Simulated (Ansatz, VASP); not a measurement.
## AlIn3Sb2: VASP beside Ansatz

File INCAR:

```
PREC = Accurate
ENCUT = 520
EDIFF = 1E-7
ISMEAR = 0
SIGMA = 0.1
LREAL = False
LASPH = True
NELM = 100
ALGO = Fast
ISIF = 2
LWAVE = False
LCHARG = False
GGA = PE
NBANDS = 35
```

The input KPOINTS:

```
regular mesh
0
Gamma
  4 4 4
```

Contents of POSCAR:

```
AlIn3Sb2
1.0
    4.7589148100      0.0000000000      0.0000000000
    0.0000000000      4.7589148100      0.0000000000
    0.0000000000      0.0000000000      6.9881605200
Al In Sb
1 3 2
Direct
    0.5000000000      0.5000000000      0.0000000000
    0.5000000000      0.0000000000      0.5000000000
    0.0000000000      0.5000000000      0.5000000000
    0.5000000000      0.5000000000      0.5000000000
    0.5000000000      0.0000000000      0.0000000000
    0.0000000000      0.5000000000      0.0000000000
```

Input for Ansatz:

```yaml
crystal:
  lattice:
    - [4.75891481, 0.0, 0.0]
    - [0.0, 4.75891481, 0.0]
    - [0.0, 0.0, 6.98816052]
  atoms:
    - { symbol: Al, position: [0.5, 0.5, 0.0] }
    - { symbol: In, position: [0.5, 0.0, 0.5] }
    - { symbol: In, position: [0.0, 0.5, 0.5] }
    - { symbol: In, position: [0.5, 0.5, 0.5] }
    - { symbol: Sb, position: [0.5, 0.0, 0.0] }
    - { symbol: Sb, position: [0.0, 0.5, 0.0] }
basis:
  ecutwfc: 420
kpoints:
  mp_grid: { grid: [4, 4, 4] }
hamiltonian:
  xc: pbe
scf:
  occupations: { method: gaussian, width: 0.1 }
  lower_state_search: "off"
output:
  forces: true
  stress: true
  eigenvalues: true
```

Alike in both runs: task single point; functional PBE; k mesh 4 × 4 × 4; occupations gaussian, width 0.1 eV; no spin polarisation.

```csv
,VASP,Ansatz
version,VASP 6.6.1,Ansatz 0.2.0
potentials or method,"VASP PAW PBE potentials, release 64 (Al, In_d, Sb), cutoff 520 eV","scalar-relativistic, plane waves, PAW"
valence electrons in the cell,52,72
```

VASP gave:

```
gap on the k mesh at the Fermi level (eV)                     : none
pressure (GPa)                                                : 25.2
traceless stress, the component that is largest in VASP (GPa) : -28.34
```

Task: Which values does Ansatz return?

Result: gap on the k mesh at the Fermi level (eV): none; pressure (GPa): 25.0; traceless stress, the component that is largest in VASP (GPa): -28.13.

A gap of «none» marks a metal or a gap that the smearing closes. VASP's potentials hold 52 valence electrons a cell and Ansatz's 72, so a difference there can come from the potentials and not from the codes.

Spin-orbit coupling is off throughout.
